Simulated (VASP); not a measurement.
# Os in VASP: notebook, part 2 of 2

VASP 6.6.1. Earlier steps stand in the parts before.

## 3. Electric field gradients, PBE (14.54 Å³/atom)

This run uses another cell than the first one, of 14.54 Å³/atom.

Input file INCAR:

```
ALGO = Normal
EDIFF = 1E-8
ENCUT = 520
GGA = PE
ISIF = 2
ISMEAR = -1
LASPH = True
LCHARG = False
LEFG = True
LREAL = False
LWAVE = False
NBANDS = 15
NELM = 100
PREC = Accurate
SIGMA = 0.05
```

Input file KPOINTS:

```
k-points
0
Gamma
  15 15 9
```

Input file POSCAR:

```
Os
1.0
    2.7700791012      0.0000000000      0.0000000000
   -1.3850395506      2.3989588721      0.0000000000
    0.0000000000      0.0000000000      4.3765446767
Os
2
Direct
    0.3333333333      0.6666666667      0.2500000000
    0.6666666667      0.3333333333      0.7500000000
```

Potentials or basis: VASP PAW PBE potentials, release 64 (Os).

Started as:

```console
$ cat potpaw_PBE.64/Os/POTCAR > POTCAR
$ mpirun -np 1 vasp_std > vasp.out
```

OUTCAR:

```text
EDIFF = 1E-8
   ENCUT = 520
   GGA = PE
   ISIF = 2
   ISMEAR = -1
   LASPH = True
   LREAL = False
   NELM = 100
   PREC = Accurate

 ion  position               nearest neighbor table
   1  0.333  0.667  0.250-   2 2.71   2 2.71   2 2.71   2 2.71   2 2.71   2 2.71
   2  0.667  0.333  0.750-   1 2.71   1 2.71   1 2.71   1 2.71   1 2.71   1 2.71

  LATTYP: Found a hexagonal cell.
 ALAT       =     2.7700791012
 C/A-ratio  =     1.5799349105

  Lattice vectors:

 A1 = (   2.7700791012,   0.0000000000,   0.0000000000)
 A2 = (  -1.3850395506,   2.3989588721,   0.0000000000)
 A3 = (   0.0000000000,   0.0000000000,   4.3765446767)

Analysis of symmetry for initial positions (statically):
=====================================================================
 Subroutine PRICEL returns:
 Original cell was already a primitive cell.

 Routine SETGRP: Setting up the symmetry group for a
[... 623 lines left out ...]
  energy-cutoff  :      520.00
  volume of cell :       29.08
      direct lattice vectors                 reciprocal lattice vectors
     2.770079101  0.000000000  0.000000000     0.361000521  0.208423748  0.000000000
    -1.385039551  2.398958872  0.000000000     0.000000000  0.416847496  0.000000000
     0.000000000  0.000000000  4.376544677     0.000000000  0.000000000  0.228490756

 POSITION                                       TOTAL-FORCE (eV/Angst)
 -----------------------------------------------------------------------------------
     -0.00000      1.59931      1.09414         0.000000     -0.000000      0.000000
      1.38504      0.79965      3.28241        -0.000000      0.000000      0.000000
 -----------------------------------------------------------------------------------
    total drift:                               -0.000000      0.000000     -0.000000

  FREE ENERGIE OF THE ION-ELECTRON SYSTEM (eV)
  ---------------------------------------------------
  free  energy   TOTEN  =       -22.4954328072 eV

  energy  without entropy=      -22.4865693171  energy(sigma->0) =      -22.49100106

 Electric field gradients (V/A^2)
---------------------------------------------------------------------
 ion       V_xx      V_yy      V_zz      V_xy      V_xz      V_yz
---------------------------------------------------------------------
   1      36.925    36.925   -73.849    -0.000     0.000    -0.000
   2      36.925    36.925   -73.849    -0.000    -0.000     0.000
---------------------------------------------------------------------

 Electric field gradients after diagonalization (V/A^2)
 (convention: |V_zz| > |V_xx| > |V_yy|)
----------------------------------------------------------------------
 ion       V_xx      V_yy      V_zz     asymmetry (V_yy - V_xx)/ V_zz
----------------------------------------------------------------------
   1      36.925    36.925   -73.849       0.000
   2      36.925    36.925   -73.849       0.000
----------------------------------------------------------------------

           NMR quadrupolar parameters

 Cq : quadrupolar parameter    Cq=e*Q*V_zz/h
 eta: asymmetry parameters     (V_yy - V_xx)/ V_zz
 Q  : nuclear electric quadrupole moment in mb (millibarn)
----------------------------------------------------------------------
 ion       Cq(MHz)       eta       Q (mb)
----------------------------------------------------------------------
   1      -0.179       0.000       1.000
   2      -0.179       0.000       1.000
----------------------------------------------------------------------
```

stdout:

```text
POSCAR found type information on POSCAR Os
 POSCAR found :  1 types and       2 ions
 scaLAPACK will be used
 LDA part: xc-table for (Slater+PW92), standard interpolation
 POSCAR, INCAR and KPOINTS ok, starting setup
 FFT: planning ... GRIDC
 FFT: planning ... GRID_SOFT
 FFT: planning ... GRID
 WAVECAR not read
 entering main loop
ion   1

ion   2
```

It took 50 s on 1 thread of Intel Xeon Platinum 8259CL at 2.50GHz (Skylake/Cascade Lake), shared host; peak memory 0.19 GiB.

Results:

```yaml
Free_energy: -22.4954 eV
Pressure: -7.3 GPa
Band_gap_on_the_k_mesh: zero (bands 8 and 9 overlap by 3.58 eV)
Largest_electric_field_gradient_by_atom: Os -73.8 V/Å²
```

Stress tensor (GPa, compression positive):
```
-7.23  0.00  0.00
 0.00 -7.23  0.00
 0.00  0.00 -7.54
```

Electric field gradients, principal values (V/Å²):
```csv
atom,least,middle,greatest (by size)
1 Os,36.925,36.925,-73.849
2 Os,36.925,36.925,-73.849
```

Caveat: the cell stands under tension; without QUAD_EFG the Cq values of the log hold for a quadrupole moment of 1 mb, not for the nuclei; spin-orbit coupling is left out, which moves the levels of the heavy elements.

## 4. Electric field gradients, PBE (equal xy, yz and zx shear strains of +1 %)

Input file INCAR:

```
  ALGO = Normal
  EDIFF = 1E-8
  ENCUT = 520
  GGA = PE
  ISIF = 2
  ISMEAR = -1
  LASPH = T
  LCHARG = F
  LEFG = T
  LREAL = F
  LWAVE = F
  NBANDS = 15
  NELM = 80
  PREC = Accurate
  SIGMA = 0.05
```

KPOINTS is that of step 3.

Input file POSCAR:

```
Os
1.0
    2.7340999755      0.0136704999      0.0136704999
   -1.3552109876      2.3609647854      0.0050037502
    0.0215985000      0.0215985000      4.3197000000
Os
2
Direct
    0.3333333333      0.6666666667      0.2500000000
    0.6666666667      0.3333333333      0.7500000000
```

Potentials or basis: VASP PAW PBE potentials, release 64 (Os).

Started as:

```console
$ cat potpaw_PBE.64/Os/POTCAR > POTCAR
$ mpirun -np 1 vasp_std > vasp.out
```

OUTCAR:

```text
EDIFF = 1E-8
   ENCUT = 520
   GGA = PE
   ISIF = 2
   ISMEAR = -1
   LASPH = T
   LREAL = F
   NELM = 80
   PREC = Accurate

 ion  position               nearest neighbor table
   1  0.333  0.667  0.250-   2 2.66   2 2.66   2 2.67   2 2.68   2 2.69   2 2.70
   2  0.667  0.333  0.750-   1 2.66   1 2.66   1 2.67   1 2.68   1 2.69   1 2.70

  LATTYP: Found a triclinic cell.
 ALAT       =     2.7460109808
 B/A-ratio  =     2.3226057599
 C/A-ratio  =     0.9956873247
 COS(alpha) =     0.0006537094
 COS(beta)  =     0.5064876926
 COS(gamma) =     0.6347386510

  Lattice vectors:

 A1 = (  -1.3788889879,  -2.3746352853,  -0.0186742501)
 A2 = (  -0.0020795003,  -4.7140015707,   4.2960219997)
 A3 = (  -2.7340999755,  -0.0136704999,  -0.0136704999)

Analysis of symmetry for initial positions (statically):
=====================================================================
 Subroutine PRICEL returns:
[... 623 lines left out ...]
  energy-cutoff  :      520.00
  volume of cell :       27.96
      direct lattice vectors                 reciprocal lattice vectors
     2.734099975  0.013670500  0.013670500     0.364718639  0.209357239 -0.002870379
    -1.355210988  2.360964785  0.005003750    -0.002101264  0.422353974 -0.002101264
     0.021598500  0.021598500  4.319700000    -0.001151786 -0.001151786  0.231509076

 POSITION                                       TOTAL-FORCE (eV/Angst)
 -----------------------------------------------------------------------------------
      0.01329      1.58393      1.08782        -0.025843     -0.000110      0.004635
      1.38720      0.81230      3.25056         0.025843      0.000110     -0.004635
 -----------------------------------------------------------------------------------
    total drift:                                0.000000     -0.000000      0.000000

  FREE ENERGIE OF THE ION-ELECTRON SYSTEM (eV)
  ---------------------------------------------------
  free  energy   TOTEN  =       -22.4847938340 eV

  energy  without entropy=      -22.4764128201  energy(sigma->0) =      -22.48060333

 Electric field gradients (V/A^2)
---------------------------------------------------------------------
 ion       V_xx      V_yy      V_zz      V_xy      V_xz      V_yz
---------------------------------------------------------------------
   1      39.712    39.481   -79.194    12.468    11.690    11.687
   2      39.712    39.481   -79.194    12.468    11.690    11.687
---------------------------------------------------------------------

 Electric field gradients after diagonalization (V/A^2)
 (convention: |V_zz| > |V_xx| > |V_yy|)
----------------------------------------------------------------------
 ion       V_xx      V_yy      V_zz     asymmetry (V_yy - V_xx)/ V_zz
----------------------------------------------------------------------
   1      54.115    27.128   -81.243       0.332
   2      54.115    27.128   -81.243       0.332
----------------------------------------------------------------------

           NMR quadrupolar parameters

 Cq : quadrupolar parameter    Cq=e*Q*V_zz/h
 eta: asymmetry parameters     (V_yy - V_xx)/ V_zz
 Q  : nuclear electric quadrupole moment in mb (millibarn)
----------------------------------------------------------------------
 ion       Cq(MHz)       eta       Q (mb)
----------------------------------------------------------------------
   1      -0.196       0.332       1.000
   2      -0.196       0.332       1.000
----------------------------------------------------------------------
```

Wall time 4.9 min (1 thread of Intel Xeon Platinum 8259CL at 2.50GHz (Skylake/Cascade Lake), shared host); peak memory 0.45 GiB.

Results:

- Free energy: -22.4848 eV
- Pressure: 8.8 GPa
- Largest force: 0.026 eV/Å
- Band gap on the k mesh: zero (bands 8 and 9 overlap by 3.91 eV)
- Largest electric field gradient by atom: Os -81.2 V/Å²

Forces on the atoms (eV/Å):
```
Os  -0.026  0.000  0.005
Os   0.026  0.000 -0.005
```

Stress tensor (GPa, compression positive):
```
 8.49 -2.80 -2.67
-2.80  8.55 -2.67
-2.67 -2.67  9.36
```

Levels at points of the mesh, in eV from the Fermi level:
```csv
k point,band 6,band 7,band 8,band 9,band 10,band 11
"(0.00, 0.00, 0.00)",-2.31,-2.11,-1.57,-1.53,0.03,1.66
```

Electric field gradients, principal values (V/Å²):
```tsv
atom	least	middle	greatest (by size)
1 Os	27.128	54.115	-81.243
2 Os	27.128	54.115	-81.243
```

Caveat: the cell differs from its parent crystal (equal xy, yz and zx shear strains of +1 %); the cell stands under pressure; without QUAD_EFG the Cq values of the log hold for a quadrupole moment of 1 mb, not for the nuclei; spin-orbit coupling is left out, which moves the levels of the heavy elements.

## 5. Overview

```tsv
cell	gap on the mesh (eV)	pressure (GPa)
a = 2.757, b = 2.757, c = 4.355 Å, angles 90.0, 90.0, 120.0°, 2 atoms	none	-1.8
a = 2.770, b = 2.770, c = 4.377 Å, angles 90.0, 90.0, 120.0°, 2 atoms	none	-7.3
a = 2.734, b = 2.722, c = 4.320 Å, angles 89.8, 89.4, 119.6°, 2 atoms	none	8.8
```

Alike in all rows: task electric field gradients; level PBE; potentials or basis VASP PAW PBE potentials, release 64 (Os); no spin polarisation; k mesh 15 × 15 × 9; cutoff (eV) 520; smearing fermi-dirac 0.05 eV.

Caveats: spin-orbit coupling is left out, which moves the levels of the heavy elements; the cell stands under tension (at least some runs); the cell stands under pressure (at least some runs).

Total energies depend on the potentials used, so only differences within one code and one set of settings carry meaning.
